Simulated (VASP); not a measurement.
Input of a VASP 6.6.1 run:

The input POSCAR:

```
Al
1.0
    0.0000000000      1.9956434947      1.9956434947
    1.9956434947      0.0000000000      1.9956434947
    1.9956434947      1.9956434947      0.0000000000
Al
1
Direct
    0.0000000000      0.0000000000      0.0000000000
```

The input INCAR.step1:

```
SYSTEM = Al
PREC = Accurate
ENCUT = 520
ISMEAR = 0
SIGMA = 0.05
LREAL = .False.
LASPH = .True.
NELM = 100
NBANDS = 8
GGA = PE
ALGO = Normal
EDIFF = 1E-4
LWAVE = .True.
LCHARG = .False.
```

Contents of INCAR.step2:

```
SYSTEM = Al
PREC = Accurate
ENCUT = 520
EDIFF = 1E-7
ISMEAR = 0
SIGMA = 0.05
LREAL = .False.
LASPH = .True.
NELM = 100
ALGO = Normal
ISIF = 2
LWAVE = .False.
LCHARG = .False.
METAGGA = R2SCAN
LMIXTAU = .True.
NBANDS = 8
ISTART = 1
```

File KPOINTS:

```
Automatic mesh
0
Gamma
  18 18 18
  0 0 0
```

Potentials or basis: VASP PAW PBE potentials, release 64 (Al).

Run with:

```console
$ cat potpaw_PBE.64/Al/POTCAR > POTCAR
$ cp INCAR.step1 INCAR
$ mpirun -np 1 vasp_std > vasp.out
$ cp INCAR.step2 INCAR
$ mpirun -np 1 vasp_std > vasp.out
```

**Question.** Predict the pressure.

**Answer.** -0.3 GPa.

Caveat: the PAW data sets were made with another functional, which shifts forces and pressure a little.
